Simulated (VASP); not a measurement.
BC5, 6 atoms in the cell. The structure is cubic, space group F-43m (No. 216). Conventional cell: a = 5.867 Å, b = 5.867 Å, c = 5.867 Å, α = 90.00°, β = 90.00°, γ = 90.00°. B (site symmetry -43m) has 16 C at 2.50 to 2.54 Å within 3.3 Å. Within 3.2 Å of C (site symmetry -43m) lie 12 C at 2.40 Å and 4 B at 2.54 Å. Within 2.1 Å of C (site symmetry 3m) lie 3 C at 1.57 Å. 

* Program: VASP 6.6.1
* Task: single point
* Functional: PBE
* Potentials or basis: VASP PAW PBE potentials, release 64 (B, C)
* Cutoff: 520 eV
* k mesh: 12 × 12 × 12
* Occupations: gaussian, width 0.1 eV
* Spin: no spin polarisation
* Dipole correction: no
* Further INCAR settings: ALGO = Normal; EDIFF = 1e-06; NBANDS = 20

Potentials or basis: VASP PAW PBE potentials, release 64 (B, C).

Launch:

```console
$ cat potpaw_PBE.64/B/POTCAR potpaw_PBE.64/C/POTCAR > POTCAR
$ mpirun -np 1 vasp_std > vasp.out
```

Hardware: 1 thread of Intel(R) Xeon(R) 6975P-C (Granite Rapids), with other jobs on the host.

Q: Estimate the wall time of this run.

A: Wall time 32 s on 1 thread of Intel(R) Xeon(R) 6975P-C (Granite Rapids) (shared host), peak memory 0.19 GiB. Counts: scf iterations 13, k points 72.
